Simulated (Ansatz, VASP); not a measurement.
# One calculation of KTaO3, two programs

File POSCAR:

```
KTaO3
1.0
    4.0699337251      0.0000000000      0.0000000000
    0.0000000000      4.0699337251      0.0000000000
    0.0000000000      0.0000000000      3.9633012870
K Ta O
1 1 3
Direct
    0.0000000000      0.0000000000      0.0000000000
    0.5000000000      0.5000000000      0.5000000000
    0.5000000000      0.5000000000      0.0000000000
    0.5000000000      0.0000000000      0.5000000000
    0.0000000000      0.5000000000      0.5000000000
```

Contents of INCAR.step1:

```
SYSTEM = KTaO3
  PREC = Accurate
  ENCUT = 520
  EDIFF = 1E-5
  ISMEAR = 0
  SIGMA = 0.01
  LREAL = .False.
  LASPH = .True.
  NELM = 100
  ALGO = Normal
  ISIF = 2
  LWAVE = .True.
  LCHARG = .False.
  GGA = PE
  NBANDS = 27
  KPAR = 4
```

File INCAR.step2:

```
SYSTEM = KTaO3
  PREC = Accurate
  ENCUT = 520
  EDIFF = 1E-6
  ISMEAR = 0
  SIGMA = 0.01
  LREAL = .False.
  LASPH = .True.
  NELM = 100
  ALGO = Normal
  ISIF = 2
  LWAVE = .False.
  LCHARG = .False.
  GGA = PE
  LHFCALC = .True.
  HFSCREEN = 0.2079
  PRECFOCK = Fast
  ISTART = 1
  NBANDS = 27
  KPAR = 4
```

The input KPOINTS:

```
Automatic mesh
0
Gamma
  4 4 4
  0 0 0
```

Input for Ansatz:

```yaml
crystal:
  lattice:
    - [4.0699337251, 0.0, 0.0]
    - [0.0, 4.0699337251, 0.0]
    - [0.0, 0.0, 3.963301287]
  atoms:
    - { symbol: K, position: [0.0, 0.0, 0.0] }
    - { symbol: Ta, position: [0.5, 0.5, 0.5] }
    - { symbol: O, position: [0.5, 0.5, 0.0] }
    - { symbol: O, position: [0.5, 0.0, 0.5] }
    - { symbol: O, position: [0.0, 0.5, 0.5] }
kpoints:
  mp_grid: { grid: [4, 4, 4] }
  band_path:
    path: [[0.0, 0.0, 0.0], [0.0, 0.5, 0.0], [0.5, 0.5, 0.0], [0.5, 0.5, 0.5]]
    npoints: 1
hamiltonian:
  xc: hse06
scf:
  occupations: { method: fixed }
  n_extra_bands: 5
output:
  forces: true
  stress: true
  eigenvalues: true
```

Change from the starting cell: epitaxial_xy strain +2.0%.

Alike in both runs: task single point; functional HSE06; k mesh 4 × 4 × 4; no spin polarisation.

|  | VASP | Ansatz |
| --- | --- | --- |
| version | VASP 6.6.1 | Ansatz 0.2.0 |
| potentials or method | VASP PAW PBE potentials, release 64 (K_sv, Ta_pv, O) | plane waves, PAW |
| plane-wave cutoff (eV) | 520 | 420 |
| occupations | gaussian, width 0.01 eV | fixed |
| valence electrons in the cell | 38 | 40 |

```tsv
	VASP	Ansatz	Ansatz less VASP
gap on the k mesh at the Fermi level (eV)	3.33	3.41	+0.083
pressure (GPa)	-6.5	-6.7	-0.23
traceless stress, the component that is largest in VASP (GPa)	6.12	6.06	-0.058
```

VASP's potentials hold 38 valence electrons a cell and Ansatz's 40, so a difference there can come from the potentials and not from the codes. Ansatz's warnings: stress exchange threshold loose, stress scf threshold loose.

Neither program's run includes spin-orbit coupling.
